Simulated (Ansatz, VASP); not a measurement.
## Two plane-wave programs on MoS2

Contents of INCAR:

```
SYSTEM = MoS2
ALGO = Normal
EDIFF = 1E-6
ENCUT = 520
GGA = PE
ISIF = 2
ISMEAR = 0
IVDW = 12
LASPH = .True.
LCHARG = .False.
LREAL = .False.
LWAVE = .False.
NBANDS = 35
NELM = 100
PREC = Accurate
SIGMA = 0.05
```

File KPOINTS:

```
k-points
0
Gamma
  12 12 4
  0 0 0
```

The input POSCAR:

```
MoS2
1.0
    3.1493479319      0.0000000000      0.0000000000
   -1.5746739660      2.7274153144      0.0000000000
    0.0000000000      0.0000000000     11.0072000000
Mo S
2 4
Direct
    0.6666666667      0.3333333333      0.2501439769
    0.3333333333      0.6666666667      0.7498560231
    0.3333333333      0.6666666667      0.3795985159
    0.6666666667      0.3333333333      0.8793132861
    0.3333333333      0.6666666667      0.1206867139
    0.6666666667      0.3333333333      0.6204014841
```

Input for Ansatz:

```yaml
crystal:
  lattice:
    - [3.1493479319, 0.0, 0.0]
    - [-1.574673966, 2.7274153144, 0.0]
    - [0.0, 0.0, 11.0072]
  atoms:
    - { symbol: Mo, position: [0.6666666667, 0.3333333333, 0.2501439769] }
    - { symbol: Mo, position: [0.3333333333, 0.6666666667, 0.7498560231] }
    - { symbol: S, position: [0.3333333333, 0.6666666667, 0.3795985159] }
    - { symbol: S, position: [0.6666666667, 0.3333333333, 0.8793132861] }
    - { symbol: S, position: [0.3333333333, 0.6666666667, 0.1206867139] }
    - { symbol: S, position: [0.6666666667, 0.3333333333, 0.6204014841] }
basis:
  ecutwfc: 420
kpoints:
  mp_grid: { grid: [12, 12, 4] }
hamiltonian:
  xc: pbe
  pseudopotentials: { kind: paw, azcp: { folder: soft_1 } }
  dispersion: d3bj
scf:
  occupations: { method: gaussian, width: 0.05 }
output:
  forces: true
  stress: true
  eigenvalues: true
  write_density: true
  write_potential: true
  elf: true
  volumetric_format: npy
```

Alike in both runs: task single point; functional PBE; dispersion D3(BJ); k mesh 12 × 12 × 4; occupations gaussian, width 0.05 eV; no spin polarisation.

|  | VASP | Ansatz |
| --- | --- | --- |
| version | VASP 6.6.1 | Ansatz 0.2.0 |
| potentials or method | VASP PAW PBE potentials, release 64 (Mo_sv, S), cutoff 520 eV | scalar-relativistic, plane waves, PAW |
| valence electrons in the cell | 52 | 52 |

```csv
,VASP,Ansatz,Ansatz less VASP
gap on the k mesh at the Fermi level (eV),none,none,-
pressure (GPa),19.4,19.6,+0.27
"traceless stress, the component that is largest in VASP (GPa)",14.24,14.29,+0.050
rms of the force components (eV/Å),1.365,1.380,+0.0152
```

Atom by atom the forces differ by 0.015 eV/Å (rms over components). A gap of «none» marks a metal or a gap that the smearing closes.
